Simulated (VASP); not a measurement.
Set up this calculation in VASP 6.6.1, as the native input.

```
Task                   : single point
Functional             : PBE
Potentials or basis    : VASP PAW PBE potentials, release 64 (Pb_d, O)
Cutoff                 : 520 eV
k mesh                 : 7 × 7 × 6
Occupations            : fermi-dirac, width 0.05 eV
Spin                   : no spin polarisation
Dipole correction      : no
Further INCAR settings : ALGO = Normal; EDIFF = 1e-06; NBANDS = 28
```

The structure of PbO (Litharge) lies in POSCAR:

```
PbO
1.0
    3.9632206696      0.0000000000      0.0000000000
    0.0000000000      3.9632206696      0.0000000000
    0.0000000000      0.0000000000      4.9763748258
Pb O
2 2
Direct
    0.5000000000      0.0000000000      0.7600000000
    0.0000000000      0.5000000000      0.2400000000
    0.5000000000      0.5000000000      0.0000000000
    0.0000000000      0.0000000000      0.0000000000
```

This cell differs from its parent crystal: volume scaled by 0.98.

These files were run (other wordings do the same):

INCAR

```
PREC = Accurate ; ENCUT = 520
EDIFF = 1E-6 ; ISMEAR = -1
SIGMA = 0.05 ; LREAL = False
LASPH = True ; NELM = 60
ALGO = Normal ; ISIF = 2
LWAVE = False ; LCHARG = False
GGA = PE ; NBANDS = 28
```

KPOINTS

```
Automatic mesh
0
Gamma
  7 7 6
```

Potentials or basis: VASP PAW PBE potentials, release 64 (Pb_d, O).

Command:

```bash
$ cat potpaw_PBE.64/Pb_d/POTCAR potpaw_PBE.64/O/POTCAR > POTCAR
$ mpirun -np 1 vasp_std > vasp.out
```

Results of the run:

```json
{"Pressure": "4.9 GPa", "Largest force": "0.302 eV/Å", "Band gap on the k mesh": "1.39 eV, indirect (least direct gap 2.40 eV)"}
```

Caveat: spin-orbit coupling is left out, which moves the levels of the heavy elements.

Wall time 68 s on 1 thread of Intel(R) Xeon(R) Platinum 8259CL CPU @ 2.50GHz (Skylake/Cascade Lake), with other jobs on the host, peak memory 0.22 GiB.
